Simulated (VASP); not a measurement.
AlN:

```
CELL_PARAMETERS angstrom
0.00000 2.01887 2.05925
2.01887 0.00000 2.05925
2.01887 2.01887 0.00000
ATOMIC_POSITIONS crystal
Al 0.00000 0.00000 0.00000
N 0.50000 0.50000 0.50000
```

This cell differs from its parent crystal: uniaxial z strain +2.0%.

Base run:

```yaml
Program: VASP 6.6.1
Functional: r2SCAN
Potentials_or_basis: VASP PAW PBE potentials, release 64 (Al, N)
Cutoff: 520 eV
k_mesh: 10 × 10 × 10
Occupations: gaussian, width 0.01 eV
Spin: no spin polarisation
```

Its results: band gap on the k mesh 5.18 eV, indirect (least direct gap 6.18 eV); pressure -5.9 GPa.

Problem. The run is repeated on the same cell with these changes: functional from r2SCAN to PBE; k mesh from 10 × 10 × 10 to 6 × 6 × 6. What comes out?

Solution. Band gap on the k mesh 4.30 eV, indirect (least direct gap 5.35 eV); pressure 1.0 GPa.

Several settings changed at once, so the effect can't be laid on one alone.

Caveats: some runs use coarse meshes; the PAW data sets were made with another functional, which shifts forces and pressure a little (some runs).

A k mesh can miss the band edges.
